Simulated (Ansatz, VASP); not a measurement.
**GeAs5 in VASP and in Ansatz**

```xyz
6
Lattice="5.1855 0.0000 0.0000 0.0000 5.1855 0.0000 0.0000 0.0000 5.2027" Properties=species:S:1:pos:R:3 pbc="T T T"
Ge    0.0000    0.0000    2.6014
As    0.0000    2.5928    2.6014
As    2.5928    0.0000    2.6014
As    2.5928    2.5928    2.6014
As    2.5928    2.5928    0.0000
As    0.0000    0.0000    0.0000
```

Alike in both runs: functional PBE; k mesh 8 × 8 × 8; occupations gaussian, width 0.1 eV; no spin polarisation.

Ansatz relaxed the structure, and its values are those at the end. VASP's run is a single point on that final structure, the one shown.

```csv
,VASP,Ansatz
version,VASP 6.6.1,Ansatz 0.2.0
potentials or method,"VASP PAW PBE potentials, release 64 (Ge_d, As), cutoff 520 eV","scalar-relativistic, plane waves, PAW"
valence electrons in the cell,39,89
```

VASP gave:

| Property | Result |
| --- | --- |
| gap on the k mesh at the Fermi level (eV) | none |
| pressure (GPa) | 0.1 |

Task: What did Ansatz give for the same quantities?

Result: gap on the k mesh at the Fermi level (eV): none; pressure (GPa): 0.0.

A gap of «none» marks a metal or a gap that the smearing closes. VASP's potentials hold 39 valence electrons a cell and Ansatz's 89, so a difference there can come from the potentials and not from the codes.
